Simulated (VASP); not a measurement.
Input of a VASP 6.6.1 run:

The input INCAR:

```
SYSTEM = Si8O15
PREC = Accurate
ENCUT = 520
EDIFF = 1E-6
ISMEAR = 0
SIGMA = 0.02
LREAL = Auto
LASPH = .True.
NELM = 80
ALGO = Normal
ISIF = 2
LWAVE = .False.
LCHARG = .False.
GGA = PE
IVDW = 12
NBANDS = 78
NELECT = 124.0
```

File KPOINTS:

```
Automatic mesh
0
Gamma
  2 2 2
  0 0 0
```

File POSCAR:

```
Si8O15
1.0
   -4.1246000000     -4.1246000000      0.0000000000
    4.1246000000     -4.1246000000      0.0000000000
    0.0000000000      0.0000000000      5.2948000000
Si O
8 15
Direct
    0.4884427581      0.4885150075      0.0038201632
   -0.0012118751      0.5295981429      0.2546953615
    0.4930851477      0.4939468070      0.5076235174
   -0.0034560927      0.5022814334      0.7598498527
    0.0152175969     -0.1026505601      0.0535538642
    0.4991744654     -0.0098567134      0.2476780993
   -0.0144550987      0.0777674199      0.4609926721
    0.5055099888     -0.0116987102      0.7446862960
    0.2048540465      0.4744906173     -0.0133785979
    0.7872086990      0.5037399990      0.0015636096
    0.0243439364      1.2148397420      0.2149535393
    0.1993324201      0.4994245503      0.5155105009
   -0.0246356010      0.2141550696      0.7359715192
    0.7947094264      0.5455485380      0.5110963587
    0.0198376812      0.7944483101      0.7579842487
    0.7029668331     -0.0267177423      0.0042473748
    0.4776171023      0.6854716821      0.2540505779
    0.3138347961     -0.0177367502     -0.0012608597
    0.5032692867      0.2951637735      0.2532318501
    0.7006936430     -0.0094530379      0.4895259500
    0.4868206614      0.6879831984      0.7523400317
    0.3142282888      0.0115395432      0.4987242200
    0.5126018281      0.2920088009      0.7501831986
```

Potentials or basis: VASP PAW PBE potentials, release 64 (Si, O).

Launch:

```console
$ cat potpaw_PBE.64/Si/POTCAR potpaw_PBE.64/O/POTCAR > POTCAR
$ mpirun -np 1 vasp_std > vasp.out
```

(1) Predict the dispersion energy per atom.

(2) Predict the largest force.

Answers

(1) -0.247 eV.

(2) 6.604 eV/Å.

Caveat: the k points lie up to 0.59 Å⁻¹ apart; the cell carries a net charge on a neutralising background, which shifts energy and pressure.
